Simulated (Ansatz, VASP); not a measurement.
**Ti: VASP beside Ansatz**

POSCAR

```
Ti
1.0
    0.0000000000      1.9488000000      1.9488000000
    1.9488000000      0.0000000000      1.9488000000
    1.9488000000      1.9488000000      0.0000000000
Ti
1
Direct
    0.0000000000      0.0000000000      0.0000000000
```

Contents of INCAR.step1:

```
SYSTEM = Ti
  PREC = Accurate
  ENCUT = 520
  ISMEAR = 0
  SIGMA = 0.15
  LREAL = .False.
  LASPH = .True.
  NELM = 80
  NBANDS = 12
  GGA = PE
  ALGO = Normal
  EDIFF = 1E-4
  LWAVE = .True.
  LCHARG = .False.
```

The input INCAR.step2:

```
SYSTEM = Ti
  PREC = Accurate
  ENCUT = 520
  EDIFF = 1E-6
  ISMEAR = 0
  SIGMA = 0.15
  LREAL = .False.
  LASPH = .True.
  NELM = 80
  ALGO = Normal
  ISIF = 2
  LWAVE = .False.
  LCHARG = .False.
  METAGGA = R2SCAN
  LMIXTAU = .True.
  NBANDS = 12
  ISTART = 1
```

KPOINTS

```
regular mesh
0
Gamma
  20 20 20
  0 0 0
```

Input for Ansatz:

```yaml
crystal:
  lattice:
    - [0.0, 1.9488, 1.9488]
    - [1.9488, 0.0, 1.9488]
    - [1.9488, 1.9488, 0.0]
  atoms:
    - { symbol: Ti, position: [0.0, 0.0, 0.0] }
basis:
  ecutwfc: 500
kpoints:
  mp_grid: { grid: [20, 20, 20] }
hamiltonian:
  xc: r2scan
scf:
  occupations: { method: gaussian, width: 0.15 }
output:
  forces: true
  stress: true
  eigenvalues: true
```

Change from the starting cell: strain -0.040 along x and y, -0.040 along z, atoms carried along.

Alike in both runs: task single point; functional r2SCAN; k mesh 20 × 20 × 20; occupations gaussian, width 0.15 eV; no spin polarisation.

```csv
,VASP,Ansatz
version,VASP 6.6.1,Ansatz 0.2.0
potentials or method,"VASP PAW PBE potentials, release 64 (Ti_sv), cutoff 520 eV","scalar-relativistic, plane waves, PAW"
valence electrons in the cell,12,12
```

|  | VASP | Ansatz | Ansatz less VASP |
| --- | --- | --- | --- |
| gap on the k mesh at the Fermi level (eV) | none | none | - |
| pressure (GPa) | 23.5 | 22.9 | -0.60 |

VASP's potentials were made for PBE, not for r2SCAN. A gap of «none» marks a metal or a gap that the smearing closes. The functional is the same, so the differences come from potentials, cutoffs and numerics.
